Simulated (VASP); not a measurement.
A run of VASP 6.6.1 is set up as follows.

Contents of INCAR:

```
ALGO     = Normal         # electronic algorithm
EDIFF    = 1E-7           # SCF threshold, eV
EDIFFG   = -0.002         # ionic threshold
ENCUT    = 600            # plane-wave cutoff, eV
GGA      = CA             # functional
IBRION   = 2              # ionic algorithm
ISIF     = 3              # what is computed and relaxed
ISMEAR   = -1             # smearing method
LASPH    = T              # aspherical terms in the spheres
LCHARG   = F              # write CHGCAR
LREAL    = F              # projectors in reciprocal space
LWAVE    = F              # write WAVECAR
NELM     = 60             # most SCF steps
NSW      = 100            # ionic steps
PREC     = Accurate       # precision mode
SIGMA    = 0.08           # smearing width, eV
```

File KPOINTS:

```
k-points
0
Gamma
  12 12 12
```

Contents of POSCAR:

```
ZnS
1.0
    2.7020000000      2.7020000000      0.0000000000
   -2.7020000000      2.7020000000      0.0000000000
    0.0000000000      2.7020000000      2.7020000000
Zn S
1 1
Direct
    0.7500000000      0.2500000000      0.5000000000
    0.0000000000      0.0000000000      0.0000000000
```

Potentials or basis: VASP PAW LDA potentials, release 64 (Zn, S).

Run with:

```bash
$ cat potpaw_LDA.64/Zn/POTCAR potpaw_LDA.64/S/POTCAR > POTCAR
$ mpirun -np 1 vasp_std > vasp.out
```

(1) Estimate the relaxed volume.

(2) Predict the space group after relaxing (to 0.05 Å).

(3) Estimate the relaxed cell.

Results:

(1) 18.63 Å³/atom.

(2) F-43m (No. 216).

(3) a = 3.749 Å, b = 3.749 Å, c = 3.749 Å, α = 60.00°, β = 60.00°, γ = 90.00°.
